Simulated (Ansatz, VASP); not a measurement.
One calculation of Pt, two programs

```
Pt
1.0
    -1.72101    1.72101    1.34239
     1.72101   -1.72101    1.34239
     1.72101    1.72101   -1.34239
Pt
1
Direct
  0.00000 0.00000 0.00000
```

Alike in both runs: task single point; functional LDA; k mesh 24 × 24 × 24; occupations gaussian, width 0.15 eV; no spin polarisation.

|  | VASP | Ansatz |
| --- | --- | --- |
| version | VASP 6.6.1 | Ansatz 0.2.0 |
| potentials or method | VASP PAW LDA potentials, release 64 (Pt_sv_GW), cutoff 570 eV | scalar-relativistic, plane waves, PAW |
| valence electrons in the cell | 18 | 18 |

```tsv
	VASP	Ansatz	Ansatz less VASP
gap on the k mesh at the Fermi level (eV)	none	none	-
pressure (GPa)	-15.3	-15.0	+0.32
traceless stress, the component that is largest in VASP (GPa)	4.11	3.75	-0.362
```

LDA's correlation is that of Perdew and Zunger in VASP and of Perdew and Wang (1992) in Ansatz. A gap of «none» marks a metal or a gap that the smearing closes.

Neither program's run includes spin-orbit coupling.
